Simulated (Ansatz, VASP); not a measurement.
# LiSnF3: VASP beside Ansatz

The input INCAR:

```
PREC = Accurate
ENCUT = 600
EDIFF = 1E-6
ISMEAR = 0
SIGMA = 0.1
LREAL = False
LASPH = True
NELM = 60
ALGO = Normal
ISIF = 3
LWAVE = False
LCHARG = False
GGA = PE
IBRION = 2
NSW = 90
EDIFFG = -0.04
```

Contents of KPOINTS:

```
Automatic mesh
0
Gamma
  4 4 4
```

POSCAR

```
LiSnF3
1.0
    4.1822583600      0.0000000000      0.0000000000
    0.0000000000      4.1822583600      0.0000000000
    0.0000000000      0.0000000000      4.1822583600
Li Sn F
1 1 3
Direct
    0.0000000000      0.0000000000      0.0000000000
    0.5000000000      0.5000000000      0.5000000000
    0.0000000000      0.5000000000      0.5000000000
    0.5000000000      0.5000000000      0.0000000000
    0.5000000000      0.0000000000      0.5000000000
```

Input for Ansatz:

```yaml
crystal:
  lattice:
    - [4.18225836, 0.0, 0.0]
    - [0.0, 4.18225836, 0.0]
    - [0.0, 0.0, 4.18225836]
  atoms:
    - { symbol: Li, position: [0.0, 0.0, 0.0] }
    - { symbol: Sn, position: [0.5, 0.5, 0.5] }
    - { symbol: F, position: [0.0, 0.5, 0.5] }
    - { symbol: F, position: [0.5, 0.5, 0.0] }
    - { symbol: F, position: [0.5, 0.0, 0.5] }
basis:
  ecutwfc: 420
kpoints:
  mp_grid: { grid: [4, 4, 4] }
hamiltonian:
  xc: pbe
scf:
  occupations: { method: gaussian, width: 0.1 }
  lower_state_search: "off"
output:
  forces: true
  stress: true
  eigenvalues: true
relax:
  adjacent_minimum: "off"
  f_tol: 0.04
  max_steps: 70
  cell: { stress_tol: 0.4 }
```

Change from the starting cell: species swapped into the EuBPd3 type (Pm-3m, No. 221).

Alike in both runs: task relaxation of cell and atoms; functional PBE; k mesh 4 × 4 × 4; occupations gaussian, width 0.1 eV; no spin polarisation.

|  | VASP | Ansatz |
| --- | --- | --- |
| version | VASP 6.6.1 | Ansatz 0.2.0 |
| potentials or method | VASP PAW PBE potentials, release 64 (Li_sv, Sn_d, F), cutoff 600 eV | scalar-relativistic, plane waves, PAW |
| valence electrons in the cell | 38 | 38 |

|  | VASP | Ansatz | Ansatz less VASP |
| --- | --- | --- | --- |
| gap on the k mesh at the Fermi level, each at its own relaxed structure (eV) | 0.85 | 0.95 | +0.104 |
| relaxed volume (Å³/atom) | 20.21 | 20.56 | +0.354 |
| relaxed cell length with the largest relative difference (Å) | 4.657 | 4.685 | +0.0271 |

Noted on VASP's run: the cutoff is short for stress, so the pressure is rough; the volume moved by over 15 % at a fixed basis, so the end points are rough.
